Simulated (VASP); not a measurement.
# MnO2 (P4_2/mnm) in VASP: a series of runs

Runs on MnO2. Level: PBE+U. Tasks: single point.

Everything below comes from runs of VASP 6.6.1. Logs are shortened: lines on timing, memory, paths and dates and some standing lists are left out, and cuts for length are marked.

## Step 1: The cell of the first run

It takes space group P4_2/mnm (No. 136, tetragonal). The conventional cell has a = 4.398 Å, b = 4.398 Å, c = 2.873 Å, α = 90.00°, β = 90.00°, γ = 90.00°. Within 2.5 Å of Mn (site symmetry mmm) lie 6 O at 1.88 to 1.90 Å. O (site symmetry m2m) has 3 Mn at 1.88 to 1.90 Å and 1 O at 2.42 Å within 2.5 Å.

## Step 2: Single point, PBE+U, collinear spin, antiferromagnetic start

INCAR reads:

```
SYSTEM = MnO2
PREC = Accurate
ENCUT = 600
EDIFF = 1E-6
ISMEAR = 0
SIGMA = 0.1
LREAL = .False.
LASPH = .True.
NELM = 200
ALGO = Normal
ISIF = 2
LWAVE = .False.
LCHARG = .True.
ISPIN = 2
MAGMOM = 3 -3 0 0 0 0
LORBIT = 11
LMAXMIX = 4
LDAU = .True.
LDAUTYPE = 2
LDAUL = 2 -1
LDAUU = 5.9 0
LDAUJ = 0 0
LDAUPRINT = 1
GGA = PE
LELF = .True.
LVHAR = .True.
NBANDS = 38
GGA_COMPAT = .False.
```

KPOINTS reads:

```
Automatic mesh
0
Gamma
  4 4 6
  0 0 0
```

POSCAR reads:

```
MnO2
1.0
    4.3983000000      0.0000000000      0.0000000000
    0.0000000000      4.3983000000      0.0000000000
    0.0000000000      0.0000000000      2.8730000000
Mn O
2 4
Direct
    0.0000000000      0.0000000000      0.0000000000
    0.5000000000      0.5000000000      0.5000000000
    0.3051500000      0.3051500000      0.0000000000
    0.1948500000      0.8051500000      0.5000000000
    0.6948500000      0.6948500000      0.0000000000
    0.8051500000      0.1948500000      0.5000000000
```

Potentials or basis: VASP PAW PBE potentials, release 64 (Mn_pv, O).

On the command line:

```console
$ cat potpaw_PBE.64/Mn_pv/POTCAR potpaw_PBE.64/O/POTCAR > POTCAR
$ mpirun -np 1 vasp_std > vasp.out
```

OUTCAR:

```text
SYSTEM = MnO2
   PREC = Accurate
   ENCUT = 600
   EDIFF = 1E-6
   ISMEAR = 0
   LREAL = .False.
   LASPH = .True.
   NELM = 200
   ISIF = 2
   ISPIN = 2
   LORBIT = 11
   GGA = PE

 ion  position               nearest neighbor table
   1  0.000  0.000  0.000-   4 1.88   6 1.88   4 1.88   6 1.88   5 1.90   3 1.90
   2  0.500  0.500  0.500-   3 1.88   5 1.88   3 1.88   5 1.88   4 1.90   6 1.90
   3  0.305  0.305  0.000-   2 1.88   2 1.88   1 1.90
   4  0.195  0.805  0.500-   1 1.88   1 1.88   2 1.90
   5  0.695  0.695  0.000-   2 1.88   2 1.88   1 1.90
   6  0.805  0.195  0.500-   1 1.88   1 1.88   2 1.90

  LATTYP: Found a simple tetragonal cell.
 ALAT       =     4.3983000000
 C/A-ratio  =     0.6532069209

  Lattice vectors:

 A1 = (   4.3983000000,   0.0000000000,   0.0000000000)
 A2 = (   0.0000000000,   4.3983000000,   0.0000000000)
 A3 = (   0.0000000000,   0.0000000000,   2.8730000000)

Analysis of symmetry for initial positions (statically):
=====================================================================
 Subroutine PRICEL returns:
 Original cell was already a primitive cell.

 Routine SETGRP: Setting up the symmetry group for a
 simple tetragonal supercell.

 Subroutine GETGRP returns: Found 16 space group operations
 (whereof  8 operations were pure point group operations)
 out of a pool of 16 trial point group operations.

The static configuration has the point symmetry D_2h.
 The point group associated with its full space group is D_4h.

Analysis of symmetry for dynamics (positions and initial velocities):
=====================================================================
 Subroutine PRICEL returns:
 Original cell was already a primitive cell.

 Routine SETGRP: Setting up the symmetry group for a
 simple tetragonal supercell.

 Subroutine GETGRP returns: Found 16 space group operations
 (whereof  8 operations were pure point group operations)
 out of a pool of 16 trial point group operations.

The dynamic configuration has the point symmetry D_2h.
 The point group associated with its full space group is D_4h.

Analysis of structural, dynamic, and magnetic symmetry:
=====================================================================
 Subroutine PRICEL returns:
 Original cell was already a primitive cell.

 Routine SETGRP: Setting up the symmetry group for a
 simple tetragonal supercell.

 Subroutine GETGRP returns: Found 16 space group operations
 (whereof  8 operations were pure point group operations)
 out of a pool of 16 trial point group operations.

The overall configuration has the point symmetry D_2h.
 The point group associated with its full space group is D_4h.

[... 216 lines left out ...]
 number of electron      49.9999964 magnetization      -0.0000000

 Free energy of the ion-electron system (eV)
  ---------------------------------------------------
  ext. energy  EPLUGINS =         0.00000000
  ---------------------------------------------------
  free energy    TOTEN  =       -39.74202253 eV

  energy without entropy =      -39.74179414  energy(sigma->0) =      -39.74190833

 E-fermi :   5.3194     XC(G=0): -12.0108

 val. band max:        5.1914325777   @ k =   0.0000   0.0000   0.0000
 cond. band min:       5.4474957619   @ k =   0.0000   0.0000   0.0000
 fundamental gap:      0.2560631842
 Fermi energy:         5.3194486091

 spin component 1

 k-point     1 :       0.0000    0.0000    0.0000
  band No.  band energies     occupation
      1     -45.9829      1.00000
      2     -45.9400      1.00000
      3     -45.9145      1.00000
      4     -42.5723      1.00000
      5     -42.5095      1.00000
      6     -42.4913      1.00000
[... 949 lines left out ...]
     36      18.9834      0.00000
     37      20.6039      0.00000
 Fermi energy:         5.3194486091

 spin component 2

 k-point     1 :       0.0000    0.0000    0.0000
  band No.  band energies     occupation
      1     -45.9829      1.00000
      2     -45.9400      1.00000
      3     -45.9145      1.00000
      4     -42.5723      1.00000
      5     -42.5095      1.00000
      6     -42.4913      1.00000
[... 949 lines left out ...]
     36      18.9834      0.00000
     37      20.6039      0.00000
 [bands above 37 left out]

------------------------ aborting loop because EDIFF is reached ----------------------------------------

  FORCE on cell =-STRESS in cart. coord.  units (eV):
  Direction    XX          YY          ZZ          XY          YZ          ZX
  --------------------------------------------------------------------------------------
  -------------------------------------------------------------------------------------
  Total        3.9183789      3.9183789      6.2308813      0.0000000      0.0000000      0.0000000
  in kB      112.9566207    112.9566207    179.6200195      0.0000000      0.0000000      0.0000000
  external PRESSURE =     135.1777536 kB  Pullay stress =       0.0000000 kB

 VOLUME and BASIS-vectors are now :
 -----------------------------------------------------------------------------
  energy-cutoff  :      600.00
  volume of cell :       55.58
      direct lattice vectors                 reciprocal lattice vectors
     4.398300000  0.000000000  0.000000000     0.227360571  0.000000000  0.000000000
     0.000000000  4.398300000  0.000000000     0.000000000  0.227360571  0.000000000
     0.000000000  0.000000000  2.873000000     0.000000000  0.000000000  0.348068221

 POSITION                                       TOTAL-FORCE (eV/Angst)
 -----------------------------------------------------------------------------------
      0.00000      0.00000      0.00000        -0.000000      0.000000      0.000000
      2.19915      2.19915      1.43650        -0.000000      0.000000      0.000000
      1.34214      1.34214      0.00000        -0.097120     -0.097120      0.000000
      0.85701      3.54129      1.43650         0.097120     -0.097120      0.000000
      3.05616      3.05616      0.00000         0.097120      0.097120      0.000000
      3.54129      0.85701      1.43650        -0.097120      0.097120      0.000000
 -----------------------------------------------------------------------------------
    total drift:                                0.000000      0.000000      0.000000

  FREE ENERGIE OF THE ION-ELECTRON SYSTEM (eV)
  ---------------------------------------------------
  free  energy   TOTEN  =       -39.7420225321 eV

  energy  without entropy=      -39.7417941368  energy(sigma->0) =      -39.74190833

 total charge

# of ion       s       p       d       tot
------------------------------------------
    1        0.363   6.485   4.807  11.655
    2        0.363   6.485   4.807  11.655
    3        1.564   3.496   0.000   5.060
    4        1.564   3.496   0.000   5.060
    5        1.564   3.496   0.000   5.060
    6        1.564   3.496   0.000   5.060
--------------------------------------------------
tot          6.981  26.955   9.615  43.551

 magnetization (x)

# of ion       s       p       d       tot
------------------------------------------
    1        0.017   0.033   3.056   3.107
    2       -0.017  -0.033  -3.056  -3.107
    3       -0.000   0.010   0.000   0.010
    4        0.000  -0.010   0.000  -0.010
    5       -0.000   0.010   0.000   0.010
    6        0.000  -0.010   0.000  -0.010
--------------------------------------------------
tot          0.000   0.000  -0.000  -0.000
```

OSZICAR:

```text
N       E                     dE             d eps       ncg     rms          rms(c)
DAV:   1     0.684746227430E+03    0.68475E+03   -0.29561E+04  3696   0.176E+03
DAV:   2     0.138928806677E+02   -0.67085E+03   -0.61103E+03  3742   0.508E+02
DAV:   3    -0.506263860385E+02   -0.64519E+02   -0.62898E+02  4044   0.167E+02
DAV:   4    -0.519175340232E+02   -0.12911E+01   -0.12877E+01  4086   0.246E+01
DAV:   5    -0.519290305126E+02   -0.11496E-01   -0.11496E-01  3930   0.247E+00    0.441E+01
DAV:   6    -0.419363168204E+02    0.99927E+01   -0.64791E+01  4368   0.964E+01    0.416E+01
DAV:   7    -0.403312048795E+02    0.16051E+01   -0.22416E+01  3894   0.641E+01    0.193E+01
DAV:   8    -0.397270795237E+02    0.60413E+00   -0.22388E+00  4026   0.154E+01    0.822E+00
DAV:   9    -0.397854644268E+02   -0.58385E-01   -0.38660E-01  4230   0.119E+01    0.417E+00
DAV:  10    -0.397352841422E+02    0.50180E-01   -0.30677E-01  4056   0.662E+00    0.114E+00
DAV:  11    -0.397408680525E+02   -0.55839E-02   -0.18601E-02  3986   0.103E+00    0.412E-01
DAV:  12    -0.397416546218E+02   -0.78657E-03   -0.10219E-03  4222   0.273E-01    0.194E-01
DAV:  13    -0.397419437700E+02   -0.28915E-03   -0.52829E-04  4100   0.184E-01    0.759E-02
DAV:  14    -0.397420151794E+02   -0.71409E-04   -0.97116E-05  3956   0.846E-02    0.252E-02
DAV:  15    -0.397420219060E+02   -0.67267E-05   -0.17501E-05  3900   0.337E-02    0.110E-02
DAV:  16    -0.397420225321E+02   -0.62609E-06   -0.16814E-06  3460   0.143E-02
   1 F= -.39742023E+02 E0= -.39741908E+02  d E =-.228395E-03  mag=     0.0000
```

stdout:

```text
POSCAR found type information on POSCAR MnO
 POSCAR found :  2 types and       6 ions
 scaLAPACK will be used
 LDA part: xc-table for (Slater+PW92), standard interpolation
 POSCAR, INCAR and KPOINTS ok, starting setup
 FFT: planning ... GRIDC
 FFT: planning ... GRID_SOFT
 FFT: planning ... GRID
 WAVECAR not read
 entering main loop
```

It took 1.7 min on 1 thread of Oxide Virtual Turin-like, shared host; peak memory 0.21 GiB.

What came out:

* Free energy: -39.7420 eV
* Pressure: 13.5 GPa
* Largest force: 0.137 eV/Å
* Band gap on the k mesh: 0.26 eV
* Net moment: 0.00 μB per cell
* Site moments: Mn +3.11, -3.11; O +0.01, -0.01 (each value once) μB
* Valence electrons inside the program's atomic spheres: Mn 11.65; O 5.06

Forces in eV/Å, atoms in the order of the input:
```
Mn   0.000  0.000  0.000
Mn   0.000  0.000  0.000
O   -0.097 -0.097  0.000
O    0.097 -0.097  0.000
O    0.097  0.097  0.000
O   -0.097  0.097  0.000
```

Stress tensor (GPa, compression positive):
```
11.30  0.00  0.00
 0.00 11.30  0.00
 0.00  0.00 17.96
```

Levels at points of the mesh, in eV from the valence-band top:
Spin up:
```
           k point  band 22  band 23  band 24  band 25  band 26  band 27  band 28  band 29
(0.00, 0.00, 0.00)    -1.28    -0.68    -0.64     0.00     0.26     1.71     2.76     3.91
(0.50, 0.00, 0.00)    -1.91    -1.83    -0.94    -0.88     2.16     2.52     2.91     3.35
(0.50, 0.50, 0.00)    -2.10    -1.65    -1.62    -0.42     0.41     1.66     3.17     4.06
(0.00, 0.00, 0.50)    -2.65    -1.93    -1.49    -0.71     1.19     1.60     3.17     3.39
(0.50, 0.00, 0.50)    -1.97    -1.41    -1.38    -1.25     0.71     1.36     3.21     3.63
(0.50, 0.50, 0.50)    -1.44    -1.00    -0.79    -0.76     1.64     1.91     3.07     3.47
```
Spin down:
```csv
k point,band 23,band 24,band 25,band 26,band 27,band 28
"(0.00, 0.00, 0.00)",-0.68,-0.64,0.00,0.26,1.71,2.76
"(0.50, 0.00, 0.00)",-1.83,-0.94,-0.88,2.16,2.52,2.91
"(0.50, 0.50, 0.00)",-1.65,-1.62,-0.42,0.41,1.66,3.17
"(0.00, 0.00, 0.50)",-1.93,-1.49,-0.71,1.19,1.60,3.17
"(0.50, 0.00, 0.50)",-1.41,-1.38,-1.25,0.71,1.36,3.21
"(0.50, 0.50, 0.50)",-1.00,-0.79,-0.76,1.64,1.91,3.07
```

Eigenvalues of the final occupation matrices:
| site | spin | trace | eigenvalues |
| --- | --- | --- | --- |
| site 1 d | 1 | 3.95 | 0.51 0.53 0.97 0.97 0.97 |
| site 1 d | 2 | 0.89 | 0.06 0.10 0.10 0.30 0.33 |
| site 2 d | 1 | 0.89 | 0.06 0.10 0.10 0.30 0.33 |
| site 2 d | 2 | 3.95 | 0.51 0.53 0.97 0.97 0.97 |

Caveat: the stress differs along the axes, from 11 to 18 GPa.

## Step 3: Single point, PBE+U, collinear spin, antiferromagnetic start

This run uses another cell than the first one, of 9.82 Å³/atom.

INCAR reads:

```
  PREC = Accurate
  ENCUT = 600
  EDIFF = 1E-6
  ISMEAR = 0
  SIGMA = 0.1
  LREAL = False
  LASPH = True
  NELM = 200
  ALGO = Normal
  ISIF = 2
  LWAVE = False
  LCHARG = False
  ISPIN = 2
  MAGMOM = 2.99 -2.99 0 0 0 0
  LORBIT = 11
  LMAXMIX = 4
  LDAU = True
  LDAUTYPE = 2
  LDAUL = 2 -1
  LDAUU = 5.9 0
  LDAUJ = 0 0
  LDAUPRINT = 1
  GGA = PE
  NBANDS = 38
  GGA_COMPAT = False
```

KPOINTS reads:

```
Automatic mesh
0
Gamma
  4 4 8
```

POSCAR reads:

```
MnO2
1.0
    4.4553857955     -0.0000017043      0.0000000000
   -0.0000017043      4.4553857955      0.0000000000
    0.0000000000      0.0000000000      2.9676297146
Mn O
2 4
Direct
    0.0000000000      0.0000000000      0.0000000000
    0.5000000000      0.5000000000      0.5000000000
    0.3067103252      0.3067103252      0.0000000000
    0.1932896685      0.8067103315      0.5000000000
    0.6932896748      0.6932896748      0.0000000000
    0.8067103315      0.1932896685      0.5000000000
```

Potentials or basis: VASP PAW PBE potentials, release 64 (Mn_pv, O).

On the command line:

```console
$ cat potpaw_PBE.64/Mn_pv/POTCAR potpaw_PBE.64/O/POTCAR > POTCAR
$ mpirun -np 1 vasp_std > vasp.out
```

Wall time 2.3 min (1 thread of Oxide Virtual Turin-like, shared host); peak memory 0.24 GiB.

The run converged. Its results:

* Free energy: -39.8988 eV
* Pressure: 0.4 GPa
* Largest force: 0.027 eV/Å
* Band gap on the k mesh: 0.04 eV
* Net moment: 0.00 μB per cell
* Site moments: Mn +3.24, -3.24; O +0.03, -0.03 (each value once) μB
* Valence electrons inside the program's atomic spheres: Mn 11.51; O 5.02

Forces in eV/Å, atoms in the order of the input:
```
Mn   0.000  0.000  0.000
Mn   0.000  0.000  0.000
O   -0.019 -0.019  0.000
O    0.019 -0.019  0.000
O    0.019  0.019  0.000
O   -0.019  0.019  0.000
```

Stress tensor (GPa, compression positive):
```
 0.68  0.00  0.00
 0.00  0.68  0.00
 0.00  0.00 -0.17
```

Levels at points of the mesh, in eV from the valence-band top:
Spin up:
| k point | band 22 | band 23 | band 24 | band 25 | band 26 | band 27 | band 28 | band 29 |
| --- | --- | --- | --- | --- | --- | --- | --- | --- |
| (0.00, 0.00, 0.00) | -1.31 | -0.61 | -0.58 | 0.00 | 0.04 | 1.55 | 2.87 | 3.90 |
| (0.50, 0.00, 0.00) | -2.00 | -1.81 | -0.86 | -0.83 | 1.78 | 2.17 | 3.03 | 3.39 |
| (0.50, 0.50, 0.00) | -1.86 | -1.51 | -1.49 | -0.43 | 0.16 | 1.49 | 3.13 | 3.92 |
| (0.00, 0.00, 0.50) | -2.41 | -1.77 | -1.41 | -0.73 | 0.84 | 1.10 | 3.16 | 3.45 |
| (0.50, 0.00, 0.50) | -1.85 | -1.34 | -1.25 | -1.12 | 0.30 | 1.18 | 3.26 | 3.58 |
| (0.50, 0.50, 0.50) | -1.27 | -0.91 | -0.74 | -0.72 | 1.13 | 1.53 | 3.15 | 3.45 |
Spin down:
```tsv
k point	band 22	band 23	band 24	band 25	band 26	band 27	band 28	band 29
(0.00, 0.00, 0.00)	-1.31	-0.61	-0.58	0.00	0.04	1.55	2.87	3.90
(0.50, 0.00, 0.00)	-2.00	-1.81	-0.86	-0.83	1.78	2.17	3.03	3.39
(0.50, 0.50, 0.00)	-1.86	-1.51	-1.49	-0.43	0.16	1.49	3.13	3.92
(0.00, 0.00, 0.50)	-2.41	-1.77	-1.41	-0.73	0.84	1.10	3.16	3.45
(0.50, 0.00, 0.50)	-1.85	-1.34	-1.25	-1.12	0.30	1.18	3.26	3.58
(0.50, 0.50, 0.50)	-1.27	-0.91	-0.74	-0.72	1.13	1.53	3.15	3.45
```

Eigenvalues of the final occupation matrices:
```csv
site,spin,trace,eigenvalues
site 1 d,1,3.98,0.53 0.54 0.97 0.97 0.97
site 1 d,2,0.79,0.05 0.09 0.09 0.28 0.29
site 2 d,1,0.79,0.05 0.09 0.09 0.28 0.29
site 2 d,2,3.98,0.53 0.54 0.97 0.97 0.97
```

A k mesh can miss the band edges. The state reached can hang on the start; a lower one may exist.
